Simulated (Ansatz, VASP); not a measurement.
## ZnCd2Se3 in VASP and in Ansatz

Contents of INCAR:

```
PREC = Accurate
ENCUT = 520
EDIFF = 1E-6
ISMEAR = 0
SIGMA = 0.1
LREAL = F
LASPH = T
NELM = 60
ALGO = Normal
ISIF = 2
LWAVE = F
LCHARG = F
GGA = PE
NBANDS = 36
```

KPOINTS

```
Automatic mesh
0
Gamma
  6 6 6
```

The input POSCAR:

```
ZnCd2Se3
1.0
   -2.0556942200      2.0556942200      8.7215719600
    2.0556942200     -2.0556942200      8.7215719600
    2.0556942200      2.0556942200     -8.7215719600
Zn Cd Se
1 2 3
Direct
    0.5000000000      0.5000000000      0.0000000000
    0.8333333300      0.8333333300      0.0000000000
    0.1666666700      0.1666666700      0.0000000000
    0.4166666700      0.9166666700      0.5000000000
    0.0833333300      0.5833333300      0.5000000000
    0.7500000000      0.2500000000      0.5000000000
```

Input for Ansatz:

```yaml
crystal:
  lattice:
    - [-2.05569422, 2.05569422, 8.72157196]
    - [2.05569422, -2.05569422, 8.72157196]
    - [2.05569422, 2.05569422, -8.72157196]
  atoms:
    - { symbol: Zn, position: [0.5, 0.5, 0.0] }
    - { symbol: Cd, position: [0.83333333, 0.83333333, 0.0] }
    - { symbol: Cd, position: [0.16666667, 0.16666667, 0.0] }
    - { symbol: Se, position: [0.41666667, 0.91666667, 0.5] }
    - { symbol: Se, position: [0.08333333, 0.58333333, 0.5] }
    - { symbol: Se, position: [0.75, 0.25, 0.5] }
basis:
  ecutwfc: 420
kpoints:
  mp_grid: { grid: [6, 6, 6] }
hamiltonian:
  xc: pbe
scf:
  occupations: { method: gaussian, width: 0.1 }
  lower_state_search: "off"
output:
  forces: true
  stress: true
  eigenvalues: true
```

Alike in both runs: task single point; functional PBE; k mesh 6 × 6 × 6; occupations gaussian, width 0.1 eV; no spin polarisation.

```csv
,VASP,Ansatz
version,VASP 6.6.1,Ansatz 0.2.0
potentials or method,"VASP PAW PBE potentials, release 64 (Zn, Cd, Se), cutoff 520 eV","scalar-relativistic, plane waves, PAW"
valence electrons in the cell,54,100
```

|  | VASP | Ansatz | Ansatz less VASP |
| --- | --- | --- | --- |
| gap on the k mesh at the Fermi level (eV) | 0.91 | 0.90 | -0.005 |
| least direct gap on the mesh (eV) | 0.91 | 0.90 | -0.005 |
| pressure (GPa) | 8.6 | 8.1 | -0.45 |
| rms of the force components (eV/Å) | 0.516 | 0.502 | -0.0137 |

Atom by atom the forces differ by 0.014 eV/Å (rms over components). VASP's potentials hold 54 valence electrons a cell and Ansatz's 100, so a difference there can come from the potentials and not from the codes.
